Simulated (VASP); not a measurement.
# Nb (Pm-3m) in VASP: single point with PBE

Aim: the single point of Nb with PBE.

All numbers are computed with VASP 6.6.1; they aren't measurements. Logs are shortened: lines on timing, memory, paths and dates and some standing lists are left out, and cuts for length are marked.

**1. The cell of the first run**

The structure is cubic, space group Pm-3m (No. 221). The conventional cell has a = 2.711 Å, b = 2.711 Å, c = 2.711 Å, α = 90.00°, β = 90.00°, γ = 90.00°. Nb (site symmetry m-3m) has 6 Nb at 2.71 Å within 3.6 Å.

**2. Single point, PBE**

INCAR reads:

```
  PREC = Accurate
  ENCUT = 520
  EDIFF = 1E-6
  ISMEAR = -1
  SIGMA = 0.13605693000000002
  LREAL = False
  LASPH = True
  NELM = 100
  ALGO = Normal
  ISIF = 2
  LWAVE = False
  LCHARG = True
  GGA = PE
  LELF = True
  LVHAR = True
  NBANDS = 12
```

KPOINTS reads:

```
Automatic mesh
0
Gamma
  12 12 12
```

POSCAR reads:

```
Nb
1.0
    2.7111110489      0.0000000000      0.0000000000
    0.0000000000      2.7111110489      0.0000000000
    0.0000000000      0.0000000000      2.7111110489
Nb
1
Direct
    0.0000000000      0.0000000000      0.0000000000
```

Potentials or basis: VASP PAW PBE potentials, release 64 (Nb_sv).

The run is started by

```sh
> cat potpaw_PBE.64/Nb_sv/POTCAR > POTCAR
> mpirun -np 1 vasp_std > vasp.out
```

OUTCAR:

```text
PREC = Accurate
   ENCUT = 520
   EDIFF = 1E-6
   ISMEAR = -1
   LREAL = False
   LASPH = True
   NELM = 100
   ISIF = 2
   GGA = PE

 ion  position               nearest neighbor table
   1  0.000  0.000  0.000-

  LATTYP: Found a simple cubic cell.
 ALAT       =     2.7111110489

  Lattice vectors:

 A1 = (   2.7111110489,   0.0000000000,   0.0000000000)
 A2 = (   0.0000000000,   2.7111110489,   0.0000000000)
 A3 = (   0.0000000000,   0.0000000000,   2.7111110489)

Analysis of symmetry for initial positions (statically):
=====================================================================
 Subroutine PRICEL returns:
 Original cell was already a primitive cell.

 Routine SETGRP: Setting up the symmetry group for a
 simple cubic supercell.

 Subroutine GETGRP returns: Found 48 space group operations
 (whereof 48 operations were pure point group operations)
 out of a pool of 48 trial point group operations.

The static configuration has the point symmetry O_h .

Analysis of symmetry for dynamics (positions and initial velocities):
=====================================================================
 Subroutine PRICEL returns:
 Original cell was already a primitive cell.

 Routine SETGRP: Setting up the symmetry group for a
 simple cubic supercell.

 Subroutine GETGRP returns: Found 48 space group operations
 (whereof 48 operations were pure point group operations)
 out of a pool of 48 trial point group operations.

The dynamic configuration has the point symmetry O_h .

 Subroutine INISYM returns: Found 48 space group operations
 (whereof 48 operations are pure point group operations),
 and found     1 'primitive' translations

----------------------------------------------------------------------------------------

                                     Primitive cell

  volume of cell :      19.9270

  direct lattice vectors                    reciprocal lattice vectors
     2.711111049  0.000000000  0.000000000     0.368852467  0.000000000  0.000000000
     0.000000000  2.711111049  0.000000000     0.000000000  0.368852467  0.000000000
     0.000000000  0.000000000  2.711111049     0.000000000  0.000000000  0.368852467

  length of vectors
     2.711111049  2.711111049  2.711111049     0.368852467  0.368852467  0.368852467

  position of ions in fractional coordinates (direct lattice)
     0.000000000  0.000000000  0.000000000

  ion indices of the primitive-cell ions
   primitive index   ion index
                 1           1

----------------------------------------------------------------------------------------

 KPOINTS: Automatic mesh

Automatic generation of k-mesh.
 Grid dimensions read from file:
 generate k-points for:   12   12   12

 Generating k-lattice:

  Cartesian coordinates                     Fractional coordinates (reciprocal lattice)
     0.030737706  0.000000000  0.000000000     0.083333333  0.000000000  0.000000000
     0.000000000  0.030737706  0.000000000     0.000000000  0.083333333  0.000000000
     0.000000000  0.000000000  0.030737706     0.000000000  0.000000000  0.083333333

  Length of vectors
     0.030737706  0.030737706  0.030737706

  Shift w.r.t. Gamma in fractional coordinates (k-lattice)
     0.000000000  0.000000000  0.000000000

 Subroutine IBZKPT returns following result:
 ===========================================

 Found     84 irreducible k-points:

 Following reciprocal coordinates:
            Coordinates               Weight
  0.000000  0.000000  0.000000      1.000000
  0.083333  0.000000  0.000000      6.000000
  0.166667  0.000000  0.000000      6.000000
  0.250000  0.000000  0.000000      6.000000
  0.333333  0.000000  0.000000      6.000000
  0.416667  0.000000  0.000000      6.000000
[... 16 lines left out ...]
  0.333333  0.333333  0.000000     12.000000
  0.416667  0.333333  0.000000     24.000000
 [... further k-points ...]
   k-points           NKPTS =     84   k-points in BZ     NKDIM =     84   number of bands    NBANDS=     12
   number of dos      NEDOS =    301   number of ions     NIONS =      1
   total plane-waves  NPLWV =   8000
   dimension x,y,z NGX =    20 NGY =   20 NGZ =   20
   dimension x,y,z NGXF=    40 NGYF=   40 NGZF=   40
   ions per type =               1
   NGX,Y,Z   is equivalent  to a cutoff of  12.26, 12.26, 12.26 a.u.
   NGXF,Y,Z  is equivalent  to a cutoff of  24.53, 24.53, 24.53 a.u.
 SYSTEM =  unknown system
   PREC   = accura    normal or accurate (medium, high low for compatibility)
   ISTART =      0    job   : 0-new  1-cont  2-samecut
   ICHARG =      2    charge: 1-file 2-atom 10-const
   ISPIN  =      1    spin polarized calculation?
   LNONCOLLINEAR =      F non collinear calculations
   LSORBIT =      F    spin-orbit coupling
   LASPH  =      T    aspherical Exc in radial PAW
   ENCUT  =  520.0 eV  38.22 Ry    6.18 a.u.   5.04  5.04  5.04*2*pi/ulx,y,z
   NELM   =    100;   NELMIN=  2; NELMDL= -5     # of ELM steps
   EDIFF  = 0.1E-05   stopping-criterion for ELM
   LREAL  =      F    real-space projection
   EDIFFG = 0.1E-04   stopping-criterion for IOM
   NSW    =      0    number of steps for IOM
   IBRION =     -1    ionic relax: 0-MD 1-quasi-New 2-CG
   NFREE  =      0    steps in history (QN), initial steepest desc. (CG)
   ISIF   =      2    stress and relaxation
   ISYM   =      2    0-nonsym 1-usesym 2-fastsym
   POTIM  = 0.5000    time-step for ionic-motion
   TEBEG  =    0.0;   TEEND  =   0.0 temperature during run
   PSTRESS=    0.0 pullay stress
   NELECT =      13.0000    total number of electrons
   NUPDOWN=      -1.0000    fix difference up-down
   EMIN   =  10.00;   EMAX   =-10.00  energy-range for DOS
   EFERMI =   0.00;   METHOD = LEGACY
   ISMEAR =    -1;   SIGMA  =   0.14  broadening in eV -4-tet -1-fermi 0-gaus
   EFERMI_NEDOS =   21; number of points for ismear=-14 and -15
   IALGO  =     38    algorithm
   IMIX   =      4    mixing-type and parameters
     AMIX     =   0.40;   BMIX     =  1.00
     AMIX_MAG =   1.60;   BMIX_MAG =  1.00
  volume/ion in A,a.u.               =      19.93       134.47
  Fermi-wavevector in a.u.,A,eV,Ry     =   1.419848  2.683124 27.428930  2.015969
  Thomas-Fermi vector in A             =   2.540826
   LORBIT       =      0    0 simple, 1 ext, 2 COOP (PROOUT), +10 PAW based schemes
   GGA     = PE    functional components
   LHFCALC =     F    Hartree Fock is set to
   AEXX    =    0.0000 exact exchange contribution
   IVDW    =     0    specifies the selected vdW correction
   LEPSILON=     F    determine dielectric tensor
   LRPA    =     F    only Hartree local field effects (RPA)
 non-spin polarized calculation
  energy-cutoff  :      520.00
  volume of cell :       19.93
 maximum number of plane-waves:       554
   NGX = 11   NGY = 11   NGZ = 11

 number of electron      12.9999998 magnetization

 Free energy of the ion-electron system (eV)
  ---------------------------------------------------
  ext. energy  EPLUGINS =         0.00000000
  ---------------------------------------------------
  free energy    TOTEN  =        -9.27600242 eV

  energy without entropy =       -9.21417513  energy(sigma->0) =       -9.24508878

 E-fermi :   9.9324     XC(G=0): -11.8677

 val. band max:        9.9051854558   @ k =   0.3333   0.0000   0.0000
 cond. band min:      10.0012042073   @ k =   0.2500   0.2500   0.2500
 fundamental gap:      0.0960187515
 Fermi energy:         9.9324003519

 k-point     1 :       0.0000    0.0000    0.0000
  band No.  band energies     occupation
      1     -44.7546      2.00000
      2     -20.0236      2.00000
      3     -20.0236      2.00000
      4     -20.0236      2.00000
      5       4.2999      2.00000
      6       7.1063      2.00000
      7       7.1063      2.00000
      8      15.0601      0.00000
      9      15.0601      0.00000
     10      15.0601      0.00000
     11      24.6048      0.00000
     12      24.6048      0.00000

 k-point     2 :       0.0833    0.0000    0.0000
  band No.  band energies     occupation
      1     -44.7420      2.00000
      2     -20.1309      2.00000
      3     -20.0145      2.00000
      4     -20.0145      2.00000
      5       4.4995      2.00000
      6       7.1598      2.00000
      7       7.3304      2.00000
      8      14.7487      0.00000
      9      14.7487      0.00000
     10      15.0819      0.00000
     11      23.6529      0.00000
     12      25.0275      0.00000

 k-point     3 :       0.1667    0.0000    0.0000
  band No.  band energies     occupation
      1     -44.7073      2.00000
      2     -20.4169      2.00000
      3     -19.9897      2.00000
      4     -19.9897      2.00000
      5       5.0249      2.00000
      6       7.3102      2.00000
      7       7.9903      2.00000
      8      14.0044      0.00000
      9      14.0044      0.00000
     10      15.1420      0.00000
     11      21.8787      0.00000
     12      26.0803      0.00000

 k-point     4 :       0.2500    0.0000    0.0000
  band No.  band energies     occupation
      1     -44.6594      2.00000
      2     -20.7925      2.00000
      3     -19.9555      2.00000
      4     -19.9555      2.00000
      5       5.7252      2.00000
      6       7.5266      2.00000
      7       8.9673      1.99834
      8      13.1556      0.00000
      9      13.1556      0.00000
     10      15.2257      0.00000
     11      20.2987      0.00000
     12      26.0419      0.00000

 k-point     5 :       0.3333    0.0000    0.0000
  band No.  band energies     occupation
      1     -44.6110      2.00000
      2     -21.1528      2.00000
      3     -19.9210      2.00000
      4     -19.9210      2.00000
      5       6.4704      2.00000
      6       7.7575      2.00000
      7       9.9052      1.09968
      8      12.4315      0.00000
      9      12.4316      0.00000
     10      15.3111      0.00000
     11      19.4090      0.00000
     12      24.5887      0.00000

 k-point     6 :       0.4167    0.0000    0.0000
  band No.  band energies     occupation
      1     -44.5751      2.00000
      2     -21.4079      2.00000
      3     -19.8957      2.00000
      4     -19.8957      2.00000
      5       7.1139      2.00000
      6       7.9371      2.00000
      7      10.3811      0.07131
      8      11.9570      0.00000
      9      11.9570      0.00000
     10      15.3746      0.00000
     11      19.4122      0.00000
     12      23.6691      0.00000

 k-point     7 :       0.5000    0.0000    0.0000
  band No.  band energies     occupation
      1     -44.5620      2.00000
      2     -21.4996      2.00000
      3     -19.8863      2.00000
      4     -19.8863      2.00000
      5       7.3930      2.00000
      6       8.0054      2.00000
      7      10.4553      0.04196
      8      11.7926      0.00000
      9      11.7926      0.00000
     10      15.3981      0.00000
     11      19.6646      0.00000
     12      23.3531      0.00000

 k-point     8 :       0.0833    0.0833    0.0000
  band No.  band energies     occupation
      1     -44.7294      2.00000
      2     -20.1272      2.00000
      3     -20.1155      2.00000
      4     -20.0055      2.00000
      5       4.6991      2.00000
      6       7.2994      2.00000
      7       7.4658      2.00000
      8      14.4212      0.00000
      9      14.7046      0.00000
     10      14.8452      0.00000
     11      23.9508      0.00000
     12      24.1495      0.00000
[... 166 lines left out ...]
 k-point    20 :       0.3333    0.2500    0.0000
  band No.  band energies     occupation
      1     -44.5184      2.00000
      2     -21.0544      2.00000
      3     -20.6561      2.00000
      4     -19.8558      2.00000
      5       7.2096      2.00000
      6       8.2839      1.99999
      7      10.6375      0.01116
      8      12.4551      0.00000
      9      12.7172      0.00000
     10      13.6151      0.00000
     11      20.3875      0.00000
     12      23.7473      0.00000

 k-point    21 :       0.4167    0.2500    0.0000
  band No.  band energies     occupation
      1     -44.4832      2.00000
      2     -21.3025      2.00000
      3     -20.6230      2.00000
      4     -19.8311      2.00000
      5       7.3923      2.00000
      6       8.2210      1.99999
      7      10.7033      0.00690
      8      12.2746      0.00000
      9      13.6954      0.00000
     10      13.7049      0.00000
     11      19.5225      0.00000
     12      24.7622      0.00000

 k-point    22 :       0.5000    0.2500    0.0000
  band No.  band energies     occupation
      1     -44.4703      2.00000
      2     -21.3918      2.00000
      3     -20.6108      2.00000
      4     -19.8221      2.00000
      5       7.4136      2.00000
      6       8.2336      1.99999
      7      10.7172      0.00623
      8      12.1183      0.00000
      9      13.7412      0.00000
     10      14.2540      0.00000
     11      19.2363      0.00000
     12      25.3014      0.00000

 k-point    23 :       0.3333    0.3333    0.0000
  band No.  band energies     occupation
      1     -44.4713      2.00000
      2     -21.0186      2.00000
      3     -20.9876      2.00000
      4     -19.8228      2.00000
      5       7.0117      2.00000
      6       8.2773      1.99999
      7      12.0817      0.00000
      8      12.7854      0.00000
      9      12.8797      0.00000
     10      13.0251      0.00000
     11      19.9944      0.00000
     12      23.4517      0.00000

 k-point    24 :       0.4167    0.3333    0.0000
  band No.  band energies     occupation
      1     -44.4365      2.00000
      2     -21.2489      2.00000
      3     -20.9656      2.00000
      4     -19.7986      2.00000
      5       6.6866      2.00000
      6       8.4552      1.99996
      7      12.4433      0.00000
      8      12.5551      0.00000
      9      13.0360      0.00000
     10      14.2247      0.00000
     11      19.1703      0.00000
     12      24.1309      0.00000

 [... further k-points ...]
[... 5 lines left out ...]
  --------------------------------------------------------------------------------------
  -------------------------------------------------------------------------------------
  Total        0.1593288      0.1593288      0.1593288      0.0000000      0.0000000     -0.0000000
  in kB       12.8104098     12.8104098     12.8104098      0.0000000      0.0000000     -0.0000000
  external PRESSURE =      12.8104098 kB  Pullay stress =       0.0000000 kB

 VOLUME and BASIS-vectors are now :
 -----------------------------------------------------------------------------
  energy-cutoff  :      520.00
  volume of cell :       19.93
      direct lattice vectors                 reciprocal lattice vectors
     2.711111049  0.000000000  0.000000000     0.368852467  0.000000000  0.000000000
     0.000000000  2.711111049  0.000000000     0.000000000  0.368852467  0.000000000
     0.000000000  0.000000000  2.711111049     0.000000000  0.000000000  0.368852467

 POSITION                                       TOTAL-FORCE (eV/Angst)
 -----------------------------------------------------------------------------------
      0.00000      0.00000      0.00000         0.000000      0.000000      0.000000
 -----------------------------------------------------------------------------------
    total drift:                               -0.000000     -0.000000     -0.000000

  FREE ENERGIE OF THE ION-ELECTRON SYSTEM (eV)
  ---------------------------------------------------
  free  energy   TOTEN  =        -9.2760024248 eV

  energy  without entropy=       -9.2141751285  energy(sigma->0) =       -9.24508878
```

It took 25 s on 1 thread of AMD EPYC 7R13, shared host; peak memory 0.11 GiB.

What came out:

- Free energy: -9.2760 eV
- Pressure: 1.3 GPa

Levels at points of the mesh, in eV from the Fermi level:
```
           k point  band 3  band 4  band 5  band 6  band 7  band 8  band 9  band 10  band 11  band 12
(0.00, 0.00, 0.00)  -29.96  -29.96   -5.63   -2.83   -2.83    5.13    5.13     5.13    14.67    14.67
(0.50, 0.00, 0.00)  -29.82  -29.82   -2.54   -1.93    0.52    1.86    1.86     5.47     9.73    13.42
(0.50, 0.50, 0.00)  -31.21  -29.69   -4.11   -1.06    2.54    2.54    5.80     5.80     7.31    14.03
(0.50, 0.50, 0.50)  -31.02  -31.02   -2.51   -2.51   -2.51    7.36    7.54     7.54    12.36    12.36
```
